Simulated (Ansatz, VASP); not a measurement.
**Se in VASP and in Ansatz**

```
Se
1.0
    -1.68104    1.68104    1.68104
     1.68104   -1.68104    1.68104
     1.68104    1.68104   -1.68104
Se
1
Direct
  0.00000 0.00000 0.00000
```

Change from the starting cell: volume scaled by 1, crystal datasets.

Alike in both runs: task single point; functional LDA; k mesh 15 × 15 × 15; occupations fermi-dirac, width 0.08 eV; no spin polarisation.

|  | VASP | Ansatz |
| --- | --- | --- |
| version | VASP 6.6.1 | Ansatz 0.2.0 |
| potentials or method | VASP PAW LDA potentials, release 64 (Se), cutoff 500 eV | all-electron PAW with datasets made for the crystal, scalar-relativistic |

Ansatz gave:

* pressure (GPa): 0.0

Question: Which values does VASP return?

Answer: Pressure (GPa): 0.1.

LDA's correlation is that of Perdew and Zunger in VASP and of Perdew and Wang (1992) in Ansatz. Ansatz ran all-electron here, and VASP with PAW potentials.
